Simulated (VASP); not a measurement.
Input of a VASP 6.6.1 run:

POSCAR

```
In3Cu
1.0
    4.4827700000      0.0000000000      0.0000000000
    0.0000000000      4.4827700000      0.0000000000
    0.0000000000      0.0000000000      4.4827700000
In Cu
3 1
Direct
    0.0000000000      0.5000000000      0.5000000000
    0.5000000000      0.0000000000      0.5000000000
    0.5000000000      0.5000000000      0.0000000000
    0.0000000000      0.0000000000      0.0000000000
```

INCAR.step1

```
ALGO     = Normal         # electronic algorithm
EDIFF    = 1E-5           # SCF threshold, eV
ENCUT    = 660            # plane-wave cutoff, eV
GGA      = PE             # functional
GGA_COMPAT= False        
ISMEAR   = 0              # smearing method
LASPH    = True           # aspherical terms in the spheres
LCHARG   = False          # write CHGCAR
LREAL    = False          # projectors in reciprocal space
LWAVE    = True           # write WAVECAR
NBANDS   = 33             # bands
NELM     = 120            # most SCF steps
PREC     = Accurate       # precision mode
SIGMA    = 0.2            # smearing width, eV
```

Contents of INCAR.step2:

```
ALGO     = Normal         # electronic algorithm
EDIFF    = 1E-6           # SCF threshold, eV
ENCUT    = 660            # plane-wave cutoff, eV
GGA_COMPAT= False        
ISIF     = 2              # what is computed and relaxed
ISMEAR   = 0              # smearing method
ISTART   = 1            
LASPH    = True           # aspherical terms in the spheres
LCHARG   = True           # write CHGCAR
LELF     = True           # ELF
LMIXTAU  = True         
LREAL    = False          # projectors in reciprocal space
LVHAR    = True         
LWAVE    = False          # write WAVECAR
METAGGA  = R2SCAN         # meta-GGA
NBANDS   = 33             # bands
NELM     = 120            # most SCF steps
PREC     = Accurate       # precision mode
SIGMA    = 0.2            # smearing width, eV
```

KPOINTS

```
k-points
0
Gamma
  5 5 5
```

Potentials or basis: VASP PAW PBE potentials, release 64 (In_d, Cu).

The run is started by

```sh
$ cat potpaw_PBE.64/In_d/POTCAR potpaw_PBE.64/Cu/POTCAR > POTCAR
$ cp INCAR.step1 INCAR
$ mpirun -np 1 vasp_std > vasp.out
$ cp INCAR.step2 INCAR
$ mpirun -np 1 vasp_std > vasp.out
```

(1) Predict the pressure.

(2) Predict the band gap on the k mesh.

## Answers

(1) -1.6 GPa.

(2) zero (bands 25 and 26 overlap by 3.01 eV).

Caveat: the PAW data sets were made with another functional, which shifts forces and pressure a little; spin-orbit coupling is left out, which moves the levels of the heavy elements.
